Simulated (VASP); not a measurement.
Write the native input for VASP 6.6.1 that does the following.

| Item | Value |
| --- | --- |
| Task | single point |
| Functional | LDA |
| Potentials or basis | VASP PAW LDA potentials, release 64 (Sn_d, O) |
| Cutoff | 520 eV |
| k mesh | 10 × 6 × 8 |
| Occupations | gaussian, width 0.05 eV |
| Spin | no spin polarisation |
| Dipole correction | no |
| Further INCAR settings | ALGO = Normal; EDIFF = 1e-06; NBANDS = 28 |

The structure of SnO lies in POSCAR:

```
SnO
1.0
    3.4495615306      0.0000000000      0.0000000000
    0.0000000000      5.8340213737      0.0000000000
    0.0000000000      0.0000000000      3.9936839652
Sn O
2 2
Direct
    0.0000000000      0.2319090000      0.5131440000
    0.5000000000      0.7680910000      0.0131440000
    0.0000000000      0.8912500000      0.7368570000
    0.5000000000      0.1087500000      0.2368570000
```

This cell differs from its parent crystal: ratio of the length along z to the lengths across it x 0.92, volume and fractional coordinates fixed.

One way to write it, as run:

INCAR

```
SYSTEM = SnO
ALGO = Normal
EDIFF = 1E-6
ENCUT = 520
ISIF = 2
ISMEAR = 0
LASPH = .True.
LCHARG = .False.
LREAL = .False.
LWAVE = .False.
NBANDS = 28
NELM = 100
PREC = Accurate
SIGMA = 0.05
```

KPOINTS

```
k-points
0
Gamma
  10 6 8
  0 0 0
```

Potentials or basis: VASP PAW LDA potentials, release 64 (Sn_d, O).

Launch:

```console
$ cat potpaw_LDA.64/Sn_d/POTCAR potpaw_LDA.64/O/POTCAR > POTCAR
$ mpirun -np 1 vasp_std > vasp.out
```

Results of the run:

```
Pressure               : -6.5 GPa
Largest force          : 0.898 eV/Å
Band gap on the k mesh : 1.37 eV (least direct gap 2.23 eV)
```

Caveat: the cell stands under tension; spin-orbit coupling is left out, which moves the levels of the heavy elements.

It took 2.5 min on 1 thread of Intel(R) Xeon(R) Platinum 8488C (Sapphire Rapids), on a shared host, peak memory 0.32 GiB.
